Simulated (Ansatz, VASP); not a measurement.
One calculation of TiCo, two programs

```
CELL_PARAMETERS angstrom
3.03336 0.00000 0.00000
0.00000 3.03336 0.00000
0.00000 0.00000 3.03336
ATOMIC_POSITIONS crystal
Ti 0.00000 0.00000 0.00000
Co 0.50000 0.50000 0.50000
```

Alike in both runs: task single point; functional PBEsol; k mesh 14 × 14 × 14; occupations gaussian, width 0.1 eV; collinear spin.

|  | VASP | Ansatz |
| --- | --- | --- |
| version | VASP 6.6.1 | Ansatz 0.2.0 |
| potentials or method | VASP PAW PBE potentials, release 64 (Ti_sv, Co), cutoff 520 eV | scalar-relativistic, plane waves, PAW |
| valence electrons in the cell | 21 | 29 |

```tsv
	VASP	Ansatz	Ansatz less VASP
gap on the k mesh at the Fermi level (eV)	none	none	-
pressure (GPa)	-14.1	-13.8	+0.30
net moment per atom (μB)	0.44	0.45	+0.006
size of the moment on the site where the two differ most (μB)	0.98	1.02	+0.037
```

VASP's potentials were made for PBE, not for PBEsol. Site moments also hang on the region over which each program counts them. A gap of «none» marks a metal or a gap that the smearing closes. With one functional, cell and mesh, what is left measures potentials, basis and numerics. VASP's potentials hold 21 valence electrons a cell and Ansatz's 29, so a difference there can come from the potentials and not from the codes.
